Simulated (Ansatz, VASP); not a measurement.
## Ir: VASP beside Ansatz

Contents of INCAR:

```
ALGO = Normal
EDIFF = 1E-6
ENCUT = 500
GGA = PE
GGA_COMPAT = False
ISIF = 2
ISMEAR = -1
LASPH = True
LCHARG = False
LREAL = False
LWAVE = False
NBANDS = 20
NELM = 120
PREC = Accurate
SIGMA = 0.08
```

KPOINTS

```
k-points
0
Gamma
  8 8 11
```

File POSCAR:

```
Ir
1.0
    4.0006431769      0.0000000000      0.0000000000
   -2.0003215885      3.4646586227      0.0000000000
    0.0000000000      0.0000000000      2.4297563453
Ir
3
Direct
    0.0000000000      0.0000000000      0.0000000000
    0.3333333333      0.6666666667      0.5000000000
    0.6666666667      0.3333333333      0.5000000000
```

Input for Ansatz:

```yaml
crystal:
  lattice:
    - [4.0006431769, 0.0, 0.0]
    - [-2.0003215885, 3.4646586227, 0.0]
    - [0.0, 0.0, 2.4297563453]
  atoms:
    - { symbol: Ir, position: [0.0, 0.0, 0.0] }
    - { symbol: Ir, position: [0.3333333333, 0.6666666667, 0.5] }
    - { symbol: Ir, position: [0.6666666667, 0.3333333333, 0.5] }
kpoints:
  mp_grid: { grid: [8, 8, 11] }
scf:
  occupations: { method: fermi_dirac, width: 0.08 }
hamiltonian:
  xc: pbe
  pseudopotentials: { kind: paw }
output:
  forces: true
  stress: true
  eigenvalues: true
  populations: true
```

Change from the starting cell: volume scaled by 0.75, PAW files.

Alike in both runs: task single point; functional PBE; k mesh 8 × 8 × 11; occupations fermi-dirac, width 0.08 eV; no spin polarisation.

```csv
,VASP,Ansatz
version,VASP 6.6.1,Ansatz 0.2.0
potentials or method,"VASP PAW PBE potentials, release 64 (Ir)","PAW with Ansatz's default frozen-core files, scalar-relativistic"
plane-wave cutoff (eV),500,420
valence electrons in the cell,27,51
```

VASP gave:

- pressure (GPa): 191.0
- traceless stress, the component that is largest in VASP (GPa): 0.32

**Question.** Which values does Ansatz return?

**Answer.** Pressure (GPa): 187.9; traceless stress, the component that is largest in VASP (GPa): 0.00.

Both programs put the cell under a high pressure, so it lies far from rest at this level. VASP's potentials hold 27 valence electrons a cell and Ansatz's 51, so a difference there can come from the potentials and not from the codes.

Neither program's run includes spin-orbit coupling. Noted on VASP's run: the cell as given lies far from equilibrium.
